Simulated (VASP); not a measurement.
Wanted: the native input for a VASP 6.6.1 run.

- Task: single point
- Functional: PBEsol
- Potentials or basis: VASP PAW PBE potentials, release 64 (Mn_sv, O)
- Cutoff: 600 eV
- k mesh: 7 × 7 × 7
- Occupations: fermi-dirac, width 0.03 eV
- Spin: collinear spin, ferromagnetic start
- Starting moments: [5.0, 0.0] μB
- Fixed moment: 5 μB
- Dipole correction: no
- Second run: valence_matched
- Further INCAR settings: ALGO = Normal; EDIFF = 1e-06; NBANDS = 22

The structure of MnO lies in POSCAR:

```
MnO
1.0
    0.0000000000      2.2220000000      2.2220000000
    2.2220000000      0.0000000000      2.2220000000
    2.2220000000      2.2220000000      0.0000000000
Mn O
1 1
Direct
    0.0000000000      0.0000000000      0.0000000000
    0.5000000000      0.5000000000      0.5000000000
```

The input as run:

INCAR

```
ALGO = Normal
EDIFF = 1E-6
ENCUT = 600
GGA = PS
GGA_COMPAT = F
ISIF = 2
ISMEAR = -1
ISPIN = 2
LASPH = T
LCHARG = F
LMAXMIX = 4
LORBIT = 11
LREAL = F
LWAVE = F
MAGMOM = 5 0
NBANDS = 22
NELM = 200
NUPDOWN = 5.0
PREC = Accurate
SIGMA = 0.03
```

KPOINTS

```
k-points
0
Gamma
  7 7 7
```

Potentials or basis: VASP PAW PBE potentials, release 64 (Mn_sv, O).

Run with:

```bash
$ cat potpaw_PBE.64/Mn_sv/POTCAR potpaw_PBE.64/O/POTCAR > POTCAR
$ mpirun -np 1 vasp_std > vasp.out
```

Results of the run:

| Item | Value |
| --- | --- |
| Pressure | -3.1 GPa |
| Net moment | 5.00 μB per cell |
| Site moments | Mn +4.28; O +0.24 μB |
| Valence electrons inside the program's atomic spheres | Mn 12.80; O 4.96 |

Caveat: the PAW data sets were made with another functional, which shifts forces and pressure a little; the total moment is fixed, so each spin has its own Fermi level; a cell with one magnetic atom can't hold antiferromagnetic order, which such compounds often take.

It took 19 s on 1 thread of Intel(R) Xeon(R) Platinum 8559C (Emerald Rapids), with other jobs on the host, peak memory 0.17 GiB.
